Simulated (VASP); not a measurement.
Write the native input for VASP 6.6.1 that does the following.

| Property | Result |
| --- | --- |
| Task | single point |
| Functional | PBE |
| Potentials or basis | VASP PAW PBE potentials, release 64 (Li_sv, Sb) |
| Cutoff | 520 eV |
| k mesh | 4 × 4 × 4 |
| Occupations | gaussian, width 0.1 eV |
| Spin | no spin polarisation |
| Dipole correction | no |
| Further INCAR settings | ALGO = Normal; EDIFF = 1e-06; NBANDS = 14 |

The structure of LiSb2 lies in POSCAR:

```
LiSb2
1.0
   -2.3794515800      3.7851699200      3.8711133000
    2.3794515800     -3.7851699200      3.8711133000
    2.3794515800      3.7851699200     -3.8711133000
Li Sb
1 2
Direct
    0.5000000000      0.0000000000      0.5000000000
    0.2944081900      0.7944081900      0.5000000000
    0.7055918100      0.2055918100      0.5000000000
```

The cell was generated, and may not be a known phase.

These files were run (other wordings do the same):

INCAR

```
SYSTEM = LiSb2
PREC     = Accurate       ! precision mode
ENCUT    = 520            ! plane-wave cutoff, eV
EDIFF    = 1E-6           ! SCF threshold, eV
ISMEAR   = 0              ! smearing method
SIGMA    = 0.1            ! smearing width, eV
LREAL    = .FALSE.        ! projectors in reciprocal space
LASPH    = .TRUE.         ! aspherical terms in the spheres
NELM     = 100            ! most SCF steps
ALGO     = Normal         ! electronic algorithm
ISIF     = 2              ! what is computed and relaxed
LWAVE    = .FALSE.        ! write WAVECAR
LCHARG   = .FALSE.        ! write CHGCAR
GGA      = PE             ! functional
NBANDS   = 14             ! bands
```

KPOINTS

```
Automatic mesh
0
G
  4 4 4
  0 0 0
```

Potentials or basis: VASP PAW PBE potentials, release 64 (Li_sv, Sb).

Command:

```bash
$ cat potpaw_PBE.64/Li_sv/POTCAR potpaw_PBE.64/Sb/POTCAR > POTCAR
$ mpirun -np 1 vasp_std > vasp.out
```

It gave:

```json
{
  "Largest force": "16.037 eV/Å",
  "Band gap on the k mesh": "zero (an odd number of electrons rules out a gap without spin polarisation)"
}
```

Caveat: the k points lie up to 0.39 Å⁻¹ apart, too coarse for converged energies and pressures of a metal; atoms lie so close that the PAW spheres overlap strongly, which falsifies energies and pressures; spin-orbit coupling is left out, which moves the levels of the heavy elements; forces of over 1 eV/Å act on the atoms, so gaps and moduli don't describe the material at rest.

Wall time 72 s on 1 thread of Intel Xeon 8259CL (shared host), peak memory 0.31 GiB.
